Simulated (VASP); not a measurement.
Write the native input for VASP 6.6.1 that does the following.

* Task: single point
* Functional: PBEsol
* Potentials or basis: VASP PAW PBE potentials, release 64 (Ba_sv)
* Cutoff: 520 eV
* k mesh: 9 × 9 × 12
* Occupations: gaussian, width 0.15 eV
* Spin: no spin polarisation
* Dipole correction: no
* Further INCAR settings: ALGO = Fast; EDIFF = 1e-07; NBANDS = 17

The structure of Ba lies in POSCAR:

```
Ba
1.0
    7.2059490857      0.0000000000      0.0000000000
   -3.6029745429      6.2405349666      0.0000000000
    0.0000000000      0.0000000000      4.0266753565
Ba
2
Direct
    0.3333333333      0.6666666667      0.5000000000
    0.6666666667      0.3333333333      0.5000000000
```

This isn't the form of Ba at room conditions, which is bcc.

This cell differs from its parent crystal: strain +0.030 along x and y, +0.030 along z.

These files were run (other wordings do the same):

INCAR

```
PREC = Accurate ; ENCUT = 520
EDIFF = 1E-7 ; ISMEAR = 0
SIGMA = 0.15 ; LREAL = False
LASPH = True ; NELM = 100
ALGO = Fast ; ISIF = 2
LWAVE = False ; LCHARG = False
GGA = PS ; NBANDS = 17
```

KPOINTS

```
regular mesh
0
Gamma
  9 9 12
```

Potentials or basis: VASP PAW PBE potentials, release 64 (Ba_sv).

Launch:

```sh
$ cat potpaw_PBE.64/Ba_sv/POTCAR > POTCAR
$ mpirun -np 1 vasp_std > vasp.out
```

Results of the run:

```yaml
Pressure: -0.3 GPa
Band_gap_on_the_k_mesh: zero (bands 10 and 11 overlap by 0.81 eV)
```

Caveat: the cell differs from its parent crystal (strain +0.030 along x and y, +0.030 along z); the PAW data sets were made with another functional, which shifts forces and pressure a little; spin-orbit coupling is left out, which moves the levels of the heavy elements.

It took 7.5 min on 1 thread of Oxide Virtual Turin-like Processor (shared host), peak memory 0.39 GiB.
